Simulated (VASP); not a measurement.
Input of a VASP 6.6.1 run:

File INCAR:

```
SYSTEM = TiO2
ALGO     = Normal         ! electronic algorithm
EDIFF    = 1E-6           ! SCF threshold, eV
ENCUT    = 520            ! plane-wave cutoff, eV
GGA      = PS             ! functional
ISIF     = 2              ! what is computed and relaxed
ISMEAR   = 0              ! smearing method
LASPH    = .True.         ! aspherical terms in the spheres
LCHARG   = .False.        ! write CHGCAR
LREAL    = .False.        ! projectors in reciprocal space
LWAVE    = .False.        ! write WAVECAR
NBANDS   = 33             ! bands
NELM     = 60             ! most SCF steps
PREC     = Accurate       ! precision mode
SIGMA    = 0.05           ! smearing width, eV
```

The input KPOINTS:

```
k-points
0
Gamma
  6 6 10
  0 0 0
```

Contents of POSCAR:

```
TiO2
1.0
    4.5912476203      0.0057390595      0.0000000000
    0.0057390595      4.5912476203      0.0000000000
    0.0000000000      0.0000000000      2.9389940195
Ti O
2 4
Direct
    0.0000000000      0.0000000000      0.0000000000
    0.5000000000      0.5000000000      0.5000000000
    0.3044387440      0.3044387440      0.0000000000
    0.1955612560      0.8044387440      0.5000000000
    0.6955612560      0.6955612560      0.0000000000
    0.8044387440      0.1955612560      0.5000000000
```

Potentials or basis: VASP PAW PBE potentials, release 64 (Ti_sv, O).

The run is started by

```sh
$ cat potpaw_PBE.64/Ti_sv/POTCAR potpaw_PBE.64/O/POTCAR > POTCAR
$ mpirun -np 1 vasp_std > vasp.out
```

Question: Estimate the pressure.

Answer: 0.7 GPa.

Question: Predict the band gap on the k mesh.

Answer: 1.84 eV, direct.

Stress tensor (GPa, compression positive):
```
 0.59 -0.58  0.00
-0.58  0.59  0.00
 0.00  0.00  0.87
```

Caveat: the cell differs from its parent crystal (strain +0.0025 x Voigt [0, 0, 0, 0, 0, 1]); the PAW data sets were made with another functional, which shifts forces and pressure a little. A k mesh can miss the band edges.
